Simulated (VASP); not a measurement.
# SiC (P1) in VASP: relaxation of cell and atoms with r2SCAN

Aim: the relaxation of cell and atoms of SiC with r2SCAN.

Program: VASP 6.6.1. These are calculated values, not measurements. Logs are shortened: lines on timing, memory, paths and dates and some standing lists are left out, and cuts for length are marked.

## Step 1: The cell of the first run

The typed cell holds 2 atoms: a = 3.080 Å, b = 3.080 Å, c = 3.080 Å, α = 60.00°, β = 60.00°, γ = 60.00°.

## Step 2: Relaxation of cell and atoms, r2SCAN

Contents of POSCAR:

```
SiC
1.0
    0.0000000000      2.1781449820      2.1781449820
    2.1781449820      0.0000000000      2.1781449820
    2.1781449820      2.1781449820      0.0000000000
Si C
1 1
Direct
   -0.0415848990      0.0086343727     -0.0182186212
    0.7915848990      0.7413656273      0.7682186212
```

Contents of INCAR.step1:

```
SYSTEM = SiC
PREC = Accurate
ENCUT = 600
ISMEAR = 0
SIGMA = 0.05
LREAL = .FALSE.
LASPH = .TRUE.
NELM = 60
GGA = PE
ALGO = Normal
EDIFF = 1E-4
LWAVE = .TRUE.
LCHARG = .FALSE.
```

Contents of INCAR.step2:

```
SYSTEM = SiC
PREC = Accurate
ENCUT = 600
EDIFF = 1E-6
ISMEAR = 0
SIGMA = 0.05
LREAL = .FALSE.
LASPH = .TRUE.
NELM = 60
ALGO = Normal
ISIF = 3
LWAVE = .FALSE.
LCHARG = .FALSE.
METAGGA = R2SCAN
LMIXTAU = .TRUE.
IBRION = 2
NSW = 100
EDIFFG = -0.01
ISTART = 1
```

Contents of KPOINTS:

```
regular mesh
0
G
  8 8 8
  0 0 0
```

Potentials or basis: VASP PAW PBE potentials, release 64 (Si, C).

The run is started by

```
> cat potpaw_PBE.64/Si/POTCAR potpaw_PBE.64/C/POTCAR > POTCAR
> cp INCAR.step1 INCAR
> mpirun -np 1 vasp_std > vasp.out
> cp INCAR.step2 INCAR
> mpirun -np 1 vasp_std > vasp.out
```

OUTCAR:

```text
SYSTEM = SiC
   PREC = Accurate
   ENCUT = 600
   EDIFF = 1E-6
   ISMEAR = 0
   LREAL = .FALSE.
   LASPH = .TRUE.
   NELM = 60
   ISIF = 3
   METAGGA = R2SCAN
   IBRION = 2
   NSW = 100
   EDIFFG = -0.01
   ISTART = 1

 ion  position               nearest neighbor table
   1  0.958  0.009  0.982-   2 1.64   2 1.87   2 2.00   2 2.11
   2  0.792  0.741  0.768-   1 1.64   1 1.87   1 2.00   1 2.11

  LATTYP: Found a face centered cubic cell.
 ALAT       =     4.3562899640

  Lattice vectors:

 A1 = (   0.0000000000,   2.1781449820,   2.1781449820)
 A2 = (   2.1781449820,   0.0000000000,   2.1781449820)
 A3 = (   2.1781449820,   2.1781449820,   0.0000000000)

Analysis of symmetry for initial positions (statically):
=====================================================================
 Subroutine PRICEL returns:
 Original cell was already a primitive cell.

 Routine SETGRP: Setting up the symmetry group for a
 face centered cubic supercell.

 Subroutine GETGRP returns: Found  1 space group operations
 (whereof  1 operations were pure point group operations)
 out of a pool of 48 trial point group operations.

The static configuration has the point symmetry C_1 .

Analysis of symmetry for dynamics (positions and initial velocities):
=====================================================================
 Subroutine PRICEL returns:
 Original cell was already a primitive cell.

 Routine SETGRP: Setting up the symmetry group for a
 face centered cubic supercell.

 Subroutine GETGRP returns: Found  1 space group operations
 (whereof  1 operations were pure point group operations)
 out of a pool of 48 trial point group operations.

The dynamic configuration has the point symmetry C_1 .

 Subroutine INISYM returns: Found  1 space group operations
 (whereof  1 operations are pure point group operations),
 and found     1 'primitive' translations

----------------------------------------------------------------------------------------

                                     Primitive cell

  volume of cell :      20.6676

[... 111 lines left out ...]
  Thomas-Fermi vector in A             =   2.329117
   LORBIT       =      0    0 simple, 1 ext, 2 COOP (PROOUT), +10 PAW based schemes
   METAGGA = R2SCAN    functional components
   LHFCALC =     F    Hartree Fock is set to
   AEXX    =    0.0000 exact exchange contribution
   IVDW    =     0    specifies the selected vdW correction
   LEPSILON=     F    determine dielectric tensor
   LRPA    =     F    only Hartree local field effects (RPA)
 conjugate gradient relaxation of ions
 non-spin polarized calculation
 Gauss-broadening in eV      SIGMA  =   0.05
  energy-cutoff  :      600.00
  volume of cell :       20.67
 maximum number of plane-waves:       701
 NGX is ok and might be reduce to    28
   NGX = 13   NGY = 13   NGZ = 13

--------------------------------------- Ionic step        1  -------------------------------------------

 number of electron       8.0000000 magnetization

 Free energy of the ion-electron system (eV)
  ---------------------------------------------------
  ext. energy  EPLUGINS =         0.00000000
  ---------------------------------------------------
  free energy    TOTEN  =       -18.31714615 eV

  energy without entropy =      -18.31714615  energy(sigma->0) =      -18.31714615

------------------------ aborting loop because EDIFF is reached ----------------------------------------

  FORCE on cell =-STRESS in cart. coord.  units (eV):
  Direction    XX          YY          ZZ          XY          YZ          ZX
  --------------------------------------------------------------------------------------
  -------------------------------------------------------------------------------------
  Total        2.4158273      0.6324088      1.7664659      1.8827027      1.8363305      2.6597422
  in kB      187.2777205     49.0250588    136.9384802    145.9492844    142.3544641    206.1862885
  external PRESSURE =     124.4137532 kB  Pullay stress =       0.0000000 kB
[... 89 lines left out ...]
  FREE ENERGIE OF THE ION-ELECTRON SYSTEM (eV)
  ---------------------------------------------------
  free  energy   TOTEN  =       -18.3115311897 eV

  energy  without entropy=      -18.3115311897  energy(sigma->0) =      -18.31153119

[... ionic steps 4 to 14 ...]

--------------------------------------- Ionic step       15  -------------------------------------------

 number of electron       8.0000000 magnetization

------------------------ aborting loop because EDIFF is reached ----------------------------------------
[... 67 lines left out ...]
--------------------------------------- Ionic step       17  -------------------------------------------

 number of electron       8.0000000 magnetization

 Free energy of the ion-electron system (eV)
  ---------------------------------------------------
  ext. energy  EPLUGINS =         0.00000000
  ---------------------------------------------------
  free energy    TOTEN  =       -19.32811833 eV

  energy without entropy =      -19.32811833  energy(sigma->0) =      -19.32811833

 E-fermi :   8.3065     XC(G=0): -11.9459

 val. band max:        8.0142017974   @ k =   0.0000   0.0000   0.0000
 cond. band min:       9.7343222079   @ k =   0.5000   0.0000   0.5000
 fundamental gap:      1.7201204105
 Fermi energy:         8.3065453674

 k-point     1 :       0.0000    0.0000    0.0000
  band No.  band energies     occupation
      1      -8.1887      2.00000
      2       8.0094      2.00000
      3       8.0118      2.00000
      4       8.0142      2.00000
      5      14.8794      0.00000
      6      15.8801      0.00000
      7      15.8812      0.00000
      8      15.8826      0.00000
[... 243 lines left out ...]
 k-point    24 :       0.1250    0.1250   -0.1250
  band No.  band energies     occupation
      1      -7.0452      2.00000
      2       4.5549      2.00000
      3       6.7154      2.00000
      4       6.9819      2.00000
      5      14.2782      0.00000
      6      16.2956      0.00000
      7      17.3561      0.00000
      8      17.7702      0.00000

 [... further k-points ...]

------------------------ aborting loop because EDIFF is reached ----------------------------------------

  FORCE on cell =-STRESS in cart. coord.  units (eV):
  Direction    XX          YY          ZZ          XY          YZ          ZX
  --------------------------------------------------------------------------------------
  -------------------------------------------------------------------------------------
  Total       -0.0031350      0.0035270     -0.0032002     -0.0003507      0.0024745      0.0024956
  in kB       -0.2433894      0.2738267     -0.2484518     -0.0272310      0.1921128      0.1937502
  external PRESSURE =      -0.0726715 kB  Pullay stress =       0.0000000 kB
[... 17 lines left out ...]
  FREE ENERGIE OF THE ION-ELECTRON SYSTEM (eV)
  ---------------------------------------------------
  free  energy   TOTEN  =       -19.3281183348 eV

  energy  without entropy=      -19.3281183348  energy(sigma->0) =      -19.32811833

 reached required accuracy - stopping structural energy minimisation
```

Wall time 32 min (1 thread of Intel Xeon Platinum 8488C (Sapphire Rapids), shared host); peak memory 0.21 GiB.

What came out:

| Property | Result |
| --- | --- |
| Free energy | -19.3281 eV |
| Relaxed volume | 10.32 Å³/atom |
| Relaxed cell | a = 3.079 Å, b = 3.079 Å, c = 3.079 Å, α = 60.00°, β = 60.01°, γ = 60.00° |
| Space group after relaxing (to 0.1 Å) | F-43m (No. 216) |
| Energy gained by relaxing | 505.5 meV/atom |
| Ionic steps | 17 |
| Pressure after relaxing | 0.0 GPa |
| Largest force after relaxing | 0.008 eV/Å |
| Band gap on the k mesh | 1.72 eV (least direct gap 5.06 eV) |

Forces in eV/Å, atoms in the order of the input:
```
Si   0.007 -0.002 -0.002
C   -0.007  0.002  0.002
```

Step by step:
```csv
step,energy change (eV),largest force (eV/Å),pressure (GPa),volume (Å³)
1,0.0000,7.7827,12.44,20.67
2,0.0945,2.0269,10.30,22.98
3,0.0056,2.1999,7.81,22.76
4,-0.1298,2.5026,4.46,22.49
5,-0.6958,2.8882,-4.64,21.59
6,-0.7876,2.5638,-3.45,21.13
7,-0.7965,2.5648,-4.55,21.27
8,-0.7980,2.5443,-4.32,21.23
9,-0.8635,2.1133,1.91,20.72
10,-0.9805,0.6153,-3.03,20.95
11,-1.0005,0.4551,2.34,20.44
12,-1.0090,0.1074,0.18,20.62
13,-1.0104,0.1028,0.13,20.63
14,-1.0108,0.0444,0.13,20.62
15,-1.0110,0.0166,-0.06,20.64
16,-1.0110,0.0157,-0.05,20.64
17,-1.0110,0.0077,-0.01,20.64
```

Final structure:
```
Si C
1.0
     0.00027    2.17656    2.17745
     2.17711   -0.00062    2.17708
     2.17754    2.17642    0.00015
Si C
1 1
Direct
  0.00007 0.99996 0.99995
  0.74993 0.75004 0.75005
```

Levels at points of the mesh, in eV from the valence-band top:
```
           k point  band 2  band 3  band 4  band 5  band 6  band 7
(0.00, 0.00, 0.00)    0.00    0.00    0.00    6.87    7.87    7.87
(0.50, 0.00, 0.00)   -8.84   -1.11   -1.11    6.02    7.76    7.76
(0.00, 0.50, 0.00)   -8.83   -1.11   -1.11    6.02    7.76    7.76
(0.00, 0.00, 0.50)   -8.83   -1.11   -1.11    6.02    7.76    7.76
(0.50, 0.50, 0.50)   -8.84   -1.11   -1.11    6.02    7.76    7.76
(0.50, 0.50, 0.00)   -8.06   -3.34   -3.34    1.72    4.83   15.16
(0.00, 0.50, 0.50)   -8.06   -3.34   -3.34    1.72    4.83   15.16
(0.50, 0.00, 0.50)   -8.06   -3.34   -3.34    1.72    4.83   15.16
```

Caveat: the PAW data sets were made with another functional, which shifts forces and pressure a little.
